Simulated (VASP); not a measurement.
Si: single point with LDA

Crystal: Si.

```
CELL_PARAMETERS angstrom
2.53230 0.00000 0.00000
-1.26615 2.19303 0.00000
0.00000 0.00000 4.61893
ATOMIC_POSITIONS crystal
Si 0.33333 0.66667 0.25000
Si 0.66667 0.33333 0.75000
```

This cell differs from its parent crystal: strain -0.050 along x and y, +0.025 along z.

```yaml
Program: VASP 6.6.1
Task: single point
Functional: LDA
Potentials_or_basis: VASP PAW LDA potentials, release 64 (Si)
Cutoff: 520 eV
k_mesh: 24 × 24 × 10
Occupations: gaussian, width 0.15 eV
Spin: no spin polarisation
Dipole_correction: no
Further_INCAR_settings: ALGO = Normal; EDIFF = 1e-06; NBANDS = 11
```

```
Pressure               : 9.0 GPa
Band gap on the k mesh : zero (bands 4 and 5 overlap by 12.86 eV)
```

Stress tensor (GPa, compression positive):
```
11.41  0.00  0.00
 0.00 11.41  0.00
 0.00  0.00  4.15
```

Levels at points of the mesh, in eV from the Fermi level:
| k point | band 1 | band 2 | band 3 | band 4 | band 5 | band 6 | band 7 | band 8 |
| --- | --- | --- | --- | --- | --- | --- | --- | --- |
| (0.00, 0.00, 0.00) | -15.59 | -9.60 | -8.19 | 9.22 | 9.63 | 11.07 | 11.07 | 11.83 |
| (0.50, 0.00, 0.00) | -8.33 | -8.09 | -2.74 | -1.95 | -1.68 | -0.31 | 5.03 | 7.04 |
| (0.00, 0.00, 0.50) | -13.92 | -13.92 | -0.84 | -0.84 | 12.39 | 12.39 | 12.39 | 12.39 |
| (0.50, 0.00, 0.50) | -6.91 | -6.91 | -6.22 | -6.22 | 5.34 | 5.34 | 6.34 | 6.34 |

It took 25 s on 1 thread of Intel(R) Xeon(R) 6975P-C (Granite Rapids) (shared host), peak memory 0.18 GiB.

Caveat: the cell differs from its parent crystal (strain -0.050 along x and y, +0.025 along z); the cell stands under pressure.
